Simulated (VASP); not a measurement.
Set up this calculation in VASP 6.6.1, as the native input.

```yaml
Task: single point
Functional: PBE
Potentials_or_basis: VASP PAW PBE potentials, release 64 (Fe, Pt)
Cutoff: 520 eV
k_mesh: 6 × 6 × 6
Occupations: gaussian, width 0.1 eV
Spin: collinear spin, ferromagnetic start
Starting_moments: "[4.0, 4.0, 0.0] μB"
Dipole_correction: no
Further_INCAR_settings: ALGO = Normal; EDIFF = 1e-07; NBANDS = 24
```

The structure of Fe2Pt lies in POSCAR:

```
Fe2Pt
1.0
    4.1864305934      0.0000000000      0.0000000000
   -2.0932152967      3.6255552451      0.0000000000
    0.0000000000      0.0000000000      2.6480873421
Fe Pt
2 1
Direct
    0.3333333333      0.6666666667      0.8861206510
    0.6666666667      0.3333333333      0.1138793490
    0.0000000000      0.0000000000      0.5000000000
```

The input as run:

INCAR

```
  ALGO = Normal
  EDIFF = 1E-7
  ENCUT = 520
  GGA = PE
  ISIF = 2
  ISMEAR = 0
  ISPIN = 2
  LASPH = T
  LCHARG = F
  LMAXMIX = 4
  LORBIT = 11
  LREAL = F
  LWAVE = F
  MAGMOM = 4 4 0
  NBANDS = 24
  NELM = 150
  PREC = Accurate
  SIGMA = 0.1
```

KPOINTS

```
k-points
0
Gamma
  6 6 6
```

Potentials or basis: VASP PAW PBE potentials, release 64 (Fe, Pt).

Run with:

```sh
$ cat potpaw_PBE.64/Fe/POTCAR potpaw_PBE.64/Pt/POTCAR > POTCAR
$ mpirun -np 1 vasp_std > vasp.out
```

It gave:

* Pressure: -0.2 GPa
* Largest force: 0.013 eV/Å
* Band gap on the k mesh: zero (filled and empty bands overlap)
* Net moment: 5.98 μB per cell
* Site moments: Fe +2.77; Pt +0.41 μB
* Valence electrons inside the program's atomic spheres: Fe 7.05; Pt 9.42

Caveat: the k points lie up to 0.40 Å⁻¹ apart; spin-orbit coupling is left out, which moves the levels of the heavy elements.

It took 32 s on 1 thread of Intel(R) Xeon(R) Platinum 8559C (Emerald Rapids) (shared host), peak memory 0.2 GiB.
